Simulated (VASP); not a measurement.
# SiC (P6_3mc) in VASP: notebook

SiC is run at these levels: r2SCAN; tasks: single point.

Everything below comes from runs of VASP 6.6.1. Logs are shortened: lines on timing, memory, paths and dates and some standing lists are left out, and cuts for length are marked.

## (1) The cell of the first run

Symmetry: P6_3mc, No. 186, hexagonal system. The conventional cell has a = 3.047 Å, b = 3.047 Å, c = 9.976 Å, α = 90.00°, β = 90.00°, γ = 120.00°. Within 2.5 Å of Si (site symmetry 3m) lie 4 C at 1.86 to 1.87 Å. Within 2.5 Å of Si (site symmetry 3m) lie 4 C at 1.87 to 1.88 Å. C (site symmetry 3m) has 4 Si at 1.87 Å within 2.5 Å. C (site symmetry 3m) has 4 Si at 1.86 to 1.88 Å within 2.5 Å.

## (2) Single point, r2SCAN (strain -1.0%)

File POSCAR:

```
SiC
1.0
    3.0467794827      0.0000000000      0.0000000000
   -1.5233897414      2.6385884317      0.0000000000
    0.0000000000      0.0000000000      9.9759555582
Si C
4 4
Direct
    0.0000000000      0.0000000000     -0.0001519521
    0.3333333333      0.6666666667      0.2499248829
    0.0000000000      0.0000000000      0.4998480479
    0.6666666667      0.3333333333      0.7499248829
    0.0000000000      0.0000000000      0.1872828160
    0.3333333333      0.6666666667      0.4379442532
    0.0000000000      0.0000000000      0.6872828160
    0.6666666667      0.3333333333      0.9379442532
```

File INCAR.step1:

```
  PREC = Accurate
  ENCUT = 520
  ISMEAR = 0
  SIGMA = 0.01
  LREAL = False
  LASPH = True
  NELM = 60
  NBANDS = 26
  GGA = PE
  ALGO = Normal
  EDIFF = 1E-4
  LWAVE = True
  LCHARG = False
```

File INCAR.step2:

```
  PREC = Accurate
  ENCUT = 520
  EDIFF = 1E-7
  ISMEAR = 0
  SIGMA = 0.01
  LREAL = False
  LASPH = True
  NELM = 60
  ALGO = Normal
  ISIF = 2
  LWAVE = False
  LCHARG = False
  METAGGA = R2SCAN
  LMIXTAU = True
  NBANDS = 26
  ISTART = 1
```

File KPOINTS:

```
Automatic mesh
0
Gamma
  12 12 4
```

Potentials or basis: VASP PAW PBE potentials, release 64 (Si, C).

Started as:

```bash
> cat potpaw_PBE.64/Si/POTCAR potpaw_PBE.64/C/POTCAR > POTCAR
> cp INCAR.step1 INCAR
> mpirun -np 1 vasp_std > vasp.out
> cp INCAR.step2 INCAR
> mpirun -np 1 vasp_std > vasp.out
```

OUTCAR:

```text
PREC = Accurate
   ENCUT = 520
   EDIFF = 1E-7
   ISMEAR = 0
   LREAL = False
   LASPH = True
   NELM = 60
   ISIF = 2
   METAGGA = R2SCAN
   ISTART = 1

 ion  position               nearest neighbor table
   1  0.000  0.000  1.000-   8 1.86   8 1.86   8 1.86   5 1.87   4 3.05   4 3.05   4 3.05   2 3.05
                             2 3.05   2 3.05
   2  0.333  0.667  0.250-   5 1.87   5 1.87   5 1.87   6 1.88   3 3.05   3 3.05   3 3.05   1 3.05
                             1 3.05   1 3.05
   3  0.000  0.000  0.500-   6 1.86   6 1.86   6 1.86   7 1.87   2 3.05   2 3.05   2 3.05   4 3.05
                             4 3.05   4 3.05
   4  0.667  0.333  0.750-   7 1.87   7 1.87   7 1.87   8 1.88   1 3.05   1 3.05   1 3.05   3 3.05
                             3 3.05   3 3.05
   5  0.000  0.000  0.187-   2 1.87   2 1.87   2 1.87   1 1.87
   6  0.333  0.667  0.438-   3 1.86   3 1.86   3 1.86   2 1.88
   7  0.000  0.000  0.687-   4 1.87   4 1.87   4 1.87   3 1.87
   8  0.667  0.333  0.938-   1 1.86   1 1.86   1 1.86   4 1.88

  LATTYP: Found a hexagonal cell.
 ALAT       =     3.0467794827
 C/A-ratio  =     3.2742624187

  Lattice vectors:

 A1 = (   3.0467794827,   0.0000000000,   0.0000000000)
 A2 = (  -1.5233897414,   2.6385884317,   0.0000000000)
 A3 = (   0.0000000000,   0.0000000000,   9.9759555582)

Analysis of symmetry for initial positions (statically):
=====================================================================
 Subroutine PRICEL returns:
 Original cell was already a primitive cell.

 Routine SETGRP: Setting up the symmetry group for a
 hexagonal supercell.

 Subroutine GETGRP returns: Found 12 space group operations
 (whereof  6 operations were pure point group operations)
 out of a pool of 24 trial point group operations.

The static configuration has the point symmetry C_3v.
 The point group associated with its full space group is C_6v.

Analysis of symmetry for dynamics (positions and initial velocities):
=====================================================================
 Subroutine PRICEL returns:
 Original cell was already a primitive cell.

 Routine SETGRP: Setting up the symmetry group for a
 hexagonal supercell.

 Subroutine GETGRP returns: Found 12 space group operations
 (whereof  6 operations were pure point group operations)
 out of a pool of 24 trial point group operations.

The dynamic configuration has the point symmetry C_3v.
 The point group associated with its full space group is C_6v.

 Subroutine INISYM returns: Found 12 space group operations
 (whereof  6 operations are pure point group operations),
 and found     1 'primitive' translations

----------------------------------------------------------------------------------------

                                     Primitive cell

  volume of cell :      80.1987

  direct lattice vectors                    reciprocal lattice vectors
     3.046779483  0.000000000  0.000000000     0.328215418  0.189495260  0.000000000
    -1.523389741  2.638588432  0.000000000     0.000000000  0.378990519  0.000000000
     0.000000000  0.000000000  9.975955558     0.000000000  0.000000000  0.100241024

  length of vectors
     3.046779483  3.046779483  9.975955558     0.378990519  0.378990519  0.100241024

  position of ions in fractional coordinates (direct lattice)
     0.000000000  0.000000000  0.999848048
     0.333333333  0.666666667  0.249924883
     0.000000000  0.000000000  0.499848048
     0.666666667  0.333333333  0.749924883
     0.000000000  0.000000000  0.187282816
     0.333333333  0.666666667  0.437944253
     0.000000000  0.000000000  0.687282816
     0.666666667  0.333333333  0.937944253

  ion indices of the primitive-cell ions
   primitive index   ion index
                 1           1
                 2           2
                 3           3
                 4           4
                 5           5
                 6           6
                 7           7
                 8           8

----------------------------------------------------------------------------------------

 KPOINTS: Automatic mesh

Automatic generation of k-mesh.
 Grid dimensions read from file:
 generate k-points for:   12   12    4

 Generating k-lattice:

  Cartesian coordinates                     Fractional coordinates (reciprocal lattice)
     0.027351285  0.015791272  0.000000000     0.083333333 -0.000000000  0.000000000
     0.000000000  0.031582543  0.000000000     0.000000000  0.083333333  0.000000000
     0.000000000  0.000000000  0.025060256     0.000000000  0.000000000  0.250000000

  Length of vectors
     0.031582543  0.031582543  0.025060256

  Shift w.r.t. Gamma in fractional coordinates (k-lattice)
     0.000000000  0.000000000  0.000000000

 Subroutine IBZKPT returns following result:
 ===========================================

 Found     57 irreducible k-points:

 Following reciprocal coordinates:
            Coordinates               Weight
  0.000000  0.000000  0.000000      1.000000
  0.083333  0.000000  0.000000      6.000000
  0.166667  0.000000  0.000000      6.000000
  0.250000  0.000000  0.000000      6.000000
  0.333333  0.000000  0.000000      6.000000
  0.416667 -0.000000  0.000000      6.000000
[... 16 lines left out ...]
  0.250000  0.000000  0.250000     12.000000
  0.333333  0.000000  0.250000     12.000000
 [... further k-points ...]
   k-points           NKPTS =     57   k-points in BZ     NKDIM =     57   number of bands    NBANDS=     26
   number of dos      NEDOS =    301   number of ions     NIONS =      8
   total plane-waves  NPLWV =  46080
   dimension x,y,z NGX =    24 NGY =   24 NGZ =   80
   dimension x,y,z NGXF=    48 NGYF=   48 NGZF=  160
   ions per type =               4   4
   NGX,Y,Z   is equivalent  to a cutoff of  13.10, 13.10, 13.33 a.u.
   NGXF,Y,Z  is equivalent  to a cutoff of  26.19, 26.19, 26.66 a.u.
 SYSTEM =  unknown system
   PREC   = accura    normal or accurate (medium, high low for compatibility)
   ISTART =      1    job   : 0-new  1-cont  2-samecut
   ICHARG =      0    charge: 1-file 2-atom 10-const
   ISPIN  =      1    spin polarized calculation?
   LNONCOLLINEAR =      F non collinear calculations
   LSORBIT =      F    spin-orbit coupling
   LASPH  =      T    aspherical Exc in radial PAW
   ENCUT  =  520.0 eV  38.22 Ry    6.18 a.u.   5.66  5.66 18.55*2*pi/ulx,y,z
   NELM   =     60;   NELMIN=  2; NELMDL=  0     # of ELM steps
   EDIFF  = 0.1E-06   stopping-criterion for ELM
   LREAL  =      F    real-space projection
   EDIFFG = 0.1E-05   stopping-criterion for IOM
   NSW    =      0    number of steps for IOM
   IBRION =     -1    ionic relax: 0-MD 1-quasi-New 2-CG
   NFREE  =      0    steps in history (QN), initial steepest desc. (CG)
   ISIF   =      2    stress and relaxation
   ISYM   =      2    0-nonsym 1-usesym 2-fastsym
   POTIM  = 0.5000    time-step for ionic-motion
   TEBEG  =    0.0;   TEEND  =   0.0 temperature during run
   PSTRESS=    0.0 pullay stress
   NELECT =      32.0000    total number of electrons
   NUPDOWN=      -1.0000    fix difference up-down
   EMIN   =  10.00;   EMAX   =-10.00  energy-range for DOS
   EFERMI =   0.00;   METHOD = LEGACY
   ISMEAR =     0;   SIGMA  =   0.01  broadening in eV -4-tet -1-fermi 0-gaus
   EFERMI_NEDOS =   21; number of points for ismear=-14 and -15
   IALGO  =     38    algorithm
   IMIX   =      4    mixing-type and parameters
     AMIX     =   0.40;   BMIX     =  1.00
     AMIX_MAG =   1.60;   BMIX_MAG =  1.00
  volume/ion in A,a.u.               =      10.02        67.65
  Fermi-wavevector in a.u.,A,eV,Ry     =   1.205228  2.277550 19.763466  1.452574
  Thomas-Fermi vector in A             =   2.340930
   LORBIT       =      0    0 simple, 1 ext, 2 COOP (PROOUT), +10 PAW based schemes
   METAGGA = R2SCAN    functional components
   LHFCALC =     F    Hartree Fock is set to
   AEXX    =    0.0000 exact exchange contribution
   IVDW    =     0    specifies the selected vdW correction
   LEPSILON=     F    determine dielectric tensor
   LRPA    =     F    only Hartree local field effects (RPA)
 non-spin polarized calculation
 Gauss-broadening in eV      SIGMA  =   0.01
  energy-cutoff  :      520.00
  volume of cell :       80.20
 maximum number of plane-waves:      2210
 NGX is ok and might be reduce to    24
   NGX = 11   NGY = 11   NGZ = 37

 number of electron      31.9999999 magnetization

 Free energy of the ion-electron system (eV)
  ---------------------------------------------------
  ext. energy  EPLUGINS =         0.00000000
  ---------------------------------------------------
  free energy    TOTEN  =       -77.25572343 eV

  energy without entropy =      -77.25572343  energy(sigma->0) =      -77.25572343

 E-fermi :   8.4753     XC(G=0): -12.0729

 val. band max:        8.4108758973   @ k =   0.0000   0.0000   0.0000
 cond. band min:      11.0338658860   @ k =   0.5000   0.0000   0.0000
 fundamental gap:      2.6229899887
 Fermi energy:         8.4753226230

 k-point     1 :       0.0000    0.0000    0.0000
  band No.  band energies     occupation
      1      -8.1047      2.00000
      2      -6.8568      2.00000
      3      -6.8171      2.00000
      4      -4.3607      2.00000
      5      -0.6661      2.00000
      6       3.7855      2.00000
[... 18 lines left out ...]
     25      16.6156      0.00000
     26      17.2208      0.00000

 k-point     2 :       0.0833    0.0000    0.0000
  band No.  band energies     occupation
      1      -7.9766      2.00000
      2      -6.7333      2.00000
      3      -6.6930      2.00000
      4      -4.2539      2.00000
      5      -0.5471      2.00000
      6       3.8252      2.00000
[... 18 lines left out ...]
     25      16.5850      0.00000
[... 608 lines left out ...]
     25      18.1870      0.00000
     26      18.2711      0.00000

 k-point    24 :       0.3333    0.0000    0.2500
  band No.  band energies     occupation
      1      -6.0652      2.00000
      2      -5.4754      2.00000
      3      -4.3885      2.00000
      4      -3.2115      2.00000
      5       0.7958      2.00000
      6       1.3105      2.00000
[... 18 lines left out ...]
     25      17.9648      0.00000
     26      18.5276      0.00000

 [... further k-points ...]

------------------------ aborting loop because EDIFF is reached ----------------------------------------

  FORCE on cell =-STRESS in cart. coord.  units (eV):
  Direction    XX          YY          ZZ          XY          YZ          ZX
  --------------------------------------------------------------------------------------
  -------------------------------------------------------------------------------------
  Total        3.5563173      3.5563173      3.4961684     -0.0000000      0.0000000      0.0000000
  in kB       71.0466982     71.0466982     69.8450669     -0.0000000      0.0000000      0.0000000
  external PRESSURE =      70.6461544 kB  Pullay stress =       0.0000000 kB

 VOLUME and BASIS-vectors are now :
 -----------------------------------------------------------------------------
  energy-cutoff  :      520.00
  volume of cell :       80.20
      direct lattice vectors                 reciprocal lattice vectors
     3.046779483  0.000000000  0.000000000     0.328215418  0.189495260  0.000000000
    -1.523389741  2.638588432  0.000000000     0.000000000  0.378990519  0.000000000
     0.000000000  0.000000000  9.975955558     0.000000000  0.000000000  0.100241024

 POSITION                                       TOTAL-FORCE (eV/Angst)
 -----------------------------------------------------------------------------------
      0.00000      0.00000      9.97444        -0.000000     -0.000000     -0.000622
     -0.00000      1.75906      2.49324        -0.000000      0.000000      0.003929
      0.00000      0.00000      4.98646         0.000000     -0.000000     -0.000622
      1.52339      0.87953      7.48122        -0.000000     -0.000000      0.003929
      0.00000      0.00000      1.86833        -0.000000     -0.000000      0.001352
     -0.00000      1.75906      4.36891        -0.000000     -0.000000     -0.004658
      0.00000      0.00000      6.85630        -0.000000     -0.000000      0.001352
      1.52339      0.87953      9.35689         0.000000      0.000000     -0.004658
 -----------------------------------------------------------------------------------
    total drift:                                0.000000      0.000000      0.000572

  FREE ENERGIE OF THE ION-ELECTRON SYSTEM (eV)
  ---------------------------------------------------
  free  energy   TOTEN  =       -77.2557234313 eV

  energy  without entropy=      -77.2557234313  energy(sigma->0) =      -77.25572343
```

Run time: 3.4 min. Hardware: 1 thread of Intel Xeon 6975P-C (Granite Rapids), shared host; peak memory 0.25 GiB.

What came out:

```
Free energy            : -77.2557 eV
Pressure               : 7.1 GPa
Largest force          : 0.005 eV/Å
Band gap on the k mesh : 2.62 eV (least direct gap 3.81 eV)
```

Forces on the atoms (eV/Å):
```
Si   0.000  0.000 -0.001
Si   0.000  0.000  0.004
Si   0.000  0.000 -0.001
Si   0.000  0.000  0.004
C    0.000  0.000  0.001
C    0.000  0.000 -0.005
C    0.000  0.000  0.001
C    0.000  0.000 -0.005
```

Stress tensor (GPa, compression positive):
```
7.10 0.00 0.00
0.00 7.10 0.00
0.00 0.00 6.98
```

Levels at points of the mesh, in eV from the valence-band top:
```tsv
k point	band 12	band 13	band 14	band 15	band 16	band 17	band 18	band 19	band 20	band 21
(0.00, 0.00, 0.00)	-0.62	-0.62	-0.05	0.00	0.00	5.95	6.54	7.20	7.26	7.68
(0.50, 0.00, 0.00)	-2.54	-2.51	-2.36	-1.67	-1.19	2.62	2.81	4.83	5.46	5.98
(0.00, 0.00, 0.50)	-1.11	-0.22	-0.22	-0.22	-0.22	6.16	6.16	7.67	7.67	7.79
(0.50, 0.00, 0.50)	-3.22	-2.62	-2.62	-1.65	-1.65	3.08	3.08	4.78	4.78	6.90
```

Caveat: the cell differs from its parent crystal (strain -1.0%); the cell stands under pressure; the PAW data sets were made with another functional, which shifts forces and pressure a little. A k mesh can miss the band edges.

(Part 1 of 2 ends here.)
